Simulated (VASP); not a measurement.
## Si9Ge7: single point with PBEsol

Si9Ge7:

```xyz
16
Lattice="-0.0004 -0.0002 -6.4311 -3.8935 -6.7428 -0.0005 -3.8927 6.7424 0.0000" Properties=species:S:1:pos:R:3 pbc="T T T"
Si   -3.8610    4.5151   -6.0439
Si   -1.9130    1.1411   -6.0439
Si   -5.8735    1.1038   -6.0486
Si   -3.9270   -2.2673   -6.0031
Si   -3.8901   -4.4643   -2.7838
Si   -5.8113   -1.1368   -2.7838
Si   -3.9271   -2.2673   -3.6271
Si   -3.8905   -4.4853   -0.4103
Si   -5.8296   -1.1266   -0.4103
Ge   -1.9758   -1.1407   -2.8237
Ge   -3.8973    2.2448   -2.8209
Ge   -3.8574    4.5173   -3.6405
Ge   -1.9093    1.1431   -3.6405
Ge   -5.8776    1.1015   -3.6345
Ge   -1.9568   -1.1298   -0.3678
Ge   -3.8956    2.2458   -0.3700
```

```json
{
  "Program": "VASP 6.6.1",
  "Task": "single point",
  "Functional": "PBEsol",
  "Potentials or basis": "VASP PAW PBE potentials, release 64 (Si, Ge_d)",
  "Cutoff": "520 eV",
  "k mesh": "2 × 2 × 2",
  "Occupations": "gaussian, width 0.01 eV",
  "Spin": "no spin polarisation",
  "Dipole correction": "no",
  "Further INCAR settings": "LREAL = Auto; ALGO = Normal; EDIFF = 1e-06; NBANDS = 81"
}
```

```
Pressure               : 0.2 GPa
Largest force          : 0.099 eV/Å
Band gap on the k mesh : 0.07 eV
```

Forces on the atoms (eV/Å):
```
Si  -0.048 -0.002 -0.070
Si  -0.025 -0.041 -0.070
Si   0.037  0.021 -0.039
Si   0.022  0.013 -0.029
Si  -0.010 -0.004 -0.043
Si  -0.009 -0.007 -0.043
Si   0.059  0.034  0.041
Si  -0.002 -0.040  0.035
Si  -0.035  0.019  0.035
Ge   0.021  0.012 -0.069
Ge   0.005  0.003 -0.070
Ge  -0.032 -0.062  0.070
Ge  -0.069  0.003  0.070
Ge   0.043  0.025  0.045
Ge   0.026  0.015  0.058
Ge   0.019  0.011  0.079
```

Stress tensor (GPa, compression positive):
```
 0.76 -0.01 -0.01
-0.01  0.78 -0.01
-0.01 -0.01 -0.80
```

Levels at points of the mesh, in eV from the valence-band top:
```csv
k point,band 63,band 64,band 65,band 66,band 67,band 68,band 69,band 70,band 71,band 72
"(0.00, 0.00, 0.00)",-1.58,-1.51,-0.42,-0.05,0.00,0.07,0.21,0.34,0.38,1.52
"(0.50, 0.00, 0.00)",-2.42,-1.16,-1.14,-0.89,-0.85,0.22,0.41,0.49,0.61,0.65
"(0.00, 0.50, 0.00)",-2.47,-1.61,-1.43,-1.19,-0.75,0.64,0.98,1.35,1.38,2.34
"(0.50, 0.50, 0.00)",-2.22,-2.21,-2.08,-1.93,-1.64,1.00,1.06,1.37,1.45,1.46
"(0.00, 0.00, 0.50)",-2.59,-1.54,-1.50,-1.01,-0.91,0.76,0.83,1.35,1.36,2.33
"(0.50, 0.00, 0.50)",-2.37,-2.07,-2.06,-1.92,-1.78,1.07,1.13,1.23,1.36,1.51
```

It took 6 min on 1 thread of Intel Xeon 8259CL, with other jobs on the host, peak memory 0.45 GiB.

Caveat: the k points lie up to 0.49 Å⁻¹ apart; semilocal functionals underestimate gaps, and a narrow one can read as zero; the PAW data sets were made with another functional, which shifts forces and pressure a little. A k mesh can miss the band edges.
